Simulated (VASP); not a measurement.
# ZrC (Fm-3m) in VASP: vibrations by perturbation theory with PBE

Aim: the vibrations by perturbation theory of ZrC with PBE.

Everything below comes from runs of VASP 6.6.1. Logs are shortened: lines on timing, memory, paths and dates and some standing lists are left out, and cuts for length are marked.

**1. The cell of the first run**

It takes space group Fm-3m (No. 225, cubic). The conventional cell has a = 4.709 Å, b = 4.709 Å, c = 4.709 Å, α = 90.00°, β = 90.00°, γ = 90.00°. Within 3.1 Å of Zr (site symmetry m-3m) lie 6 C at 2.35 Å. C (site symmetry m-3m) has 6 Zr at 2.35 Å within 3.1 Å.

**2. Vibrations by perturbation theory, PBE**

Input file INCAR:

```
ALGO = Normal
EDIFF = 1E-8
ENCUT = 520
GGA = PE
IBRION = 8
ISIF = 2
ISMEAR = -1
LASPH = T
LCHARG = F
LREAL = F
LWAVE = F
NBANDS = 15
NELM = 60
NSW = 1
PREC = Accurate
SIGMA = 0.15
```

Input file KPOINTS:

```
k-points
0
Gamma
  20 20 20
```

Input file POSCAR:

```
ZrC
1.0
    0.0000000000      2.3545050581      2.3545050581
    2.3545050581      0.0000000000      2.3545050581
    2.3545050581      2.3545050581      0.0000000000
Zr C
1 1
Direct
    0.5000000000      0.5000000000      0.5000000000
    0.0000000000      0.0000000000      0.0000000000
```

Potentials or basis: VASP PAW PBE potentials, release 64 (Zr_sv, C).

On the command line:

```sh
$ cat potpaw_PBE.64/Zr_sv/POTCAR potpaw_PBE.64/C/POTCAR > POTCAR
$ mpirun -np 1 vasp_std > vasp.out
```

OUTCAR:

```text
EDIFF = 1E-8
   ENCUT = 520
   GGA = PE
   IBRION = 8
   ISIF = 2
   ISMEAR = -1
   LASPH = T
   LREAL = F
   NELM = 60
   NSW = 1
   PREC = Accurate

 ion  position               nearest neighbor table
   1  0.500  0.500  0.500-   2 2.35   2 2.35   2 2.35   2 2.35   2 2.35   2 2.35
   2  0.000  0.000  0.000-   1 2.35   1 2.35   1 2.35   1 2.35   1 2.35   1 2.35

  LATTYP: Found a face centered cubic cell.
 ALAT       =     4.7090101162

  Lattice vectors:

 A1 = (   0.0000000000,   2.3545050581,   2.3545050581)
 A2 = (   2.3545050581,   0.0000000000,   2.3545050581)
 A3 = (   2.3545050581,   2.3545050581,   0.0000000000)

Analysis of symmetry for initial positions (statically):
=====================================================================
 Subroutine PRICEL returns:
 Original cell was already a primitive cell.

 Routine SETGRP: Setting up the symmetry group for a
 face centered cubic supercell.

 Subroutine GETGRP returns: Found 48 space group operations
 (whereof 48 operations were pure point group operations)
 out of a pool of 48 trial point group operations.

The static configuration has the point symmetry O_h .

Analysis of symmetry for dynamics (positions and initial velocities):
=====================================================================
 Subroutine PRICEL returns:
 Original cell was already a primitive cell.

 Routine SETGRP: Setting up the symmetry group for a
 face centered cubic supercell.

 Subroutine GETGRP returns: Found 48 space group operations
 (whereof 48 operations were pure point group operations)
 out of a pool of 48 trial point group operations.

The dynamic configuration has the point symmetry O_h .

 Subroutine INISYM returns: Found 48 space group operations
 (whereof 48 operations are pure point group operations),
 and found     1 'primitive' translations

----------------------------------------------------------------------------------------

                                     Primitive cell

  volume of cell :      26.1053

  direct lattice vectors                    reciprocal lattice vectors
     0.000000000  2.354505058  2.354505058    -0.212358856  0.212358856  0.212358856
     2.354505058  0.000000000  2.354505058     0.212358856 -0.212358856  0.212358856
     2.354505058  2.354505058  0.000000000     0.212358856  0.212358856 -0.212358856

  length of vectors
     3.329772986  3.329772986  3.329772986     0.367816328  0.367816328  0.367816328

  position of ions in fractional coordinates (direct lattice)
     0.500000000  0.500000000  0.500000000
     0.000000000  0.000000000  0.000000000

  ion indices of the primitive-cell ions
   primitive index   ion index
                 1           1
                 2           2

----------------------------------------------------------------------------------------

 KPOINTS: k-points

Automatic generation of k-mesh.
 Grid dimensions read from file:
 generate k-points for:   20   20   20

 Generating k-lattice:

  Cartesian coordinates                     Fractional coordinates (reciprocal lattice)
    -0.010617943  0.010617943  0.010617943     0.050000000  0.000000000  0.000000000
     0.010617943 -0.010617943  0.010617943     0.000000000  0.050000000  0.000000000
     0.010617943  0.010617943 -0.010617943     0.000000000  0.000000000  0.050000000

  Length of vectors
     0.018390816  0.018390816  0.018390816

  Shift w.r.t. Gamma in fractional coordinates (k-lattice)
     0.000000000  0.000000000  0.000000000

 Subroutine IBZKPT returns following result:
 ===========================================

 Found    256 irreducible k-points:
[... 85 lines left out ...]

 number of electron      16.0000000 magnetization

 Free energy of the ion-electron system (eV)
  ---------------------------------------------------
  ext. energy  EPLUGINS =         0.00000000
  ---------------------------------------------------
  free energy    TOTEN  =       -19.47355554 eV

  energy without entropy =      -19.44881854  energy(sigma->0) =      -19.46118704

 E-fermi :   9.5567     XC(G=0): -12.1066

 val. band max:        9.4931196488   @ k =   0.4000   0.3500   0.0000
 cond. band min:       9.5607131820   @ k =   0.4500   0.4500   0.0000
 fundamental gap:      0.0675935332
 Fermi energy:         9.5566565170

 k-point     1 :       0.0000    0.0000    0.0000
  band No.  band energies     occupation
      1     -38.5755      2.00000
      2     -16.2896      2.00000
      3     -16.2896      2.00000
      4     -16.2896      2.00000
      5      -1.7390      2.00000
      6      10.4808      0.00421
      7      10.4808      0.00421
      8      10.4808      0.00421
      9      10.6423      0.00144
     10      10.6423      0.00144
     11      10.6424      0.00144
     12      12.3466      0.00000
     13      12.3466      0.00000
     14      16.7945      0.00000
[... 401 lines left out ...]
      2     -16.9907      2.00000
      3     -16.3784      2.00000
      4     -16.3482      2.00000
      5       0.5621      2.00000
      6       5.2148      2.00000
      7       6.9094      2.00000
      8       7.0829      2.00000
      9      13.0345      0.00000
     10      13.0815      0.00000
     11      13.8554      0.00000
     12      17.6183      0.00000
     13      18.1454      0.00000
     14      18.8140      0.00000
     15      23.6801      0.00000

 [... further k-points ...]

------------------------ aborting loop because EDIFF is reached ----------------------------------------

  FORCE on cell =-STRESS in cart. coord.  units (eV):
  Direction    XX          YY          ZZ          XY          YZ          ZX
  --------------------------------------------------------------------------------------
  -------------------------------------------------------------------------------------
  Total        0.0398573      0.0398573      0.0398573     -0.0000000      0.0000000     -0.0000000
  in kB        2.4461847      2.4461847      2.4461847     -0.0000000      0.0000000     -0.0000000
  external PRESSURE =       2.4461847 kB  Pullay stress =       0.0000000 kB

 VOLUME and BASIS-vectors are now :
 -----------------------------------------------------------------------------
  energy-cutoff  :      520.00
  volume of cell :       26.11
      direct lattice vectors                 reciprocal lattice vectors
     0.000000000  2.354505058  2.354505058    -0.212358856  0.212358856  0.212358856
     2.354505058  0.000000000  2.354505058     0.212358856 -0.212358856  0.212358856
     2.354505058  2.354505058  0.000000000     0.212358856  0.212358856 -0.212358856

 POSITION                                       TOTAL-FORCE (eV/Angst)
 -----------------------------------------------------------------------------------
      2.35451      2.35451      2.35451        -0.000000      0.000000     -0.000000
      0.00000      0.00000      0.00000         0.000000     -0.000000      0.000000
 -----------------------------------------------------------------------------------
    total drift:                                0.000000      0.000000      0.000000

  FREE ENERGIE OF THE ION-ELECTRON SYSTEM (eV)
  ---------------------------------------------------
  free  energy   TOTEN  =       -19.4735555384 eV

  energy  without entropy=      -19.4488185439  energy(sigma->0) =      -19.46118704

[... ionic steps 2 to 3 ...]

--------------------------------------- Ionic step        4  -------------------------------------------

------------------------ aborting loop because EDIFF is reached ----------------------------------------

[... ionic steps 5 to 6 ...]

--------------------------------------- Ionic step        7  -------------------------------------------

 Free energy of the ion-electron system (eV)
  ---------------------------------------------------
  ---------------------------------------------------
  free energy    TOTEN  =        -0.11931045 eV

  energy without entropy =       -0.11931045

------------------------ aborting loop because EDIFF is reached ----------------------------------------

 INTERNAL STRAIN TENSOR  FOR ION    2  DIRECTION 1   (eV/Angst):
 -----------------------------------------------------------------------------
     0.00496 -0.00000  0.00000
     0.00000 -0.00206 -0.00000
    -0.00000 -0.00000 -0.00206

 INTERNAL STRAIN TENSOR FOR ION    2 for displacements in x,y,z  (eV/Angst):
          X           Y           Z          XY          YZ          ZX
  --------------------------------------------------------------------------------
  x     0.00000     0.00000     0.00000     0.00000     0.00000     0.00000
  y     0.00000     0.00000     0.00000     0.00000     0.00000     0.00000
  z     0.00000     0.00000     0.00000     0.00000     0.00000     0.00000

 SECOND DERIVATIVES (NOT SYMMETRIZED)
 ------------------------------------
               1X          1Y          1Z          2X          2Y          2Z
  1X    -6.927863    0.000000    0.000000    6.927863    0.000000    0.000000
  1Y     0.000000   -6.927863    0.000000    0.000000    6.927863    0.000000
  1Z     0.000000    0.000000   -6.927863    0.000000    0.000000    6.927863
  2X     6.919730    0.000000    0.000000   -6.919730    0.000000    0.000000
  2Y     0.000000    6.919730    0.000000    0.000000   -6.919730    0.000000
  2Z     0.000000    0.000000    6.919730    0.000000    0.000000   -6.919730

 Eigenvectors and eigenvalues of the dynamical matrix
 ----------------------------------------------------

   1 f  =   12.623923 THz    79.318446 2PiTHz  421.088740 cm-1    52.208326 meV
             X         Y         Z           dx          dy          dz
      2.354505  2.354505  2.354505     0.341273   -0.000000    0.000000
      0.000000  0.000000  0.000000    -0.939964   -0.000000    0.000000
[... 21 lines left out ...]
   6 f/i=    0.002378 THz     0.014944 2PiTHz    0.079337 cm-1     0.009837 meV
             X         Y         Z           dx          dy          dz
      2.354505  2.354505  2.354505     0.143241    0.295405    0.880767
      0.000000  0.000000  0.000000     0.052006    0.107253    0.319780

--------------------------------------------------------------------------------------------------------

 ELASTIC MODULI CONTR FROM IONIC RELAXATION (kBar)
 Direction    XX          YY          ZZ          XY          YZ          ZX
 --------------------------------------------------------------------------------
 XX           0.0000      0.0000      0.0000      0.0000      0.0000      0.0000
 YY           0.0000      0.0000      0.0000      0.0000      0.0000      0.0000
 ZZ           0.0000      0.0000      0.0000      0.0000      0.0000      0.0000
 XY           0.0000      0.0000      0.0000      0.0000      0.0000      0.0000
 YZ           0.0000      0.0000      0.0000      0.0000      0.0000      0.0000
 ZX           0.0000      0.0000      0.0000      0.0000      0.0000      0.0000
 --------------------------------------------------------------------------------
```

It took 11 min on 1 thread of Intel Xeon 6975P-C (Granite Rapids), shared host; peak memory 0.61 GiB.

What came out:

| Item | Value |
| --- | --- |
| Highest phonon frequency at Γ | 421 cm⁻¹ |

Phonon frequencies in cm⁻¹ (negative: imaginary):
```tsv
q point	frequencies
(0.000, 0.000, 0.000)	0 0 0 421 421 421
```
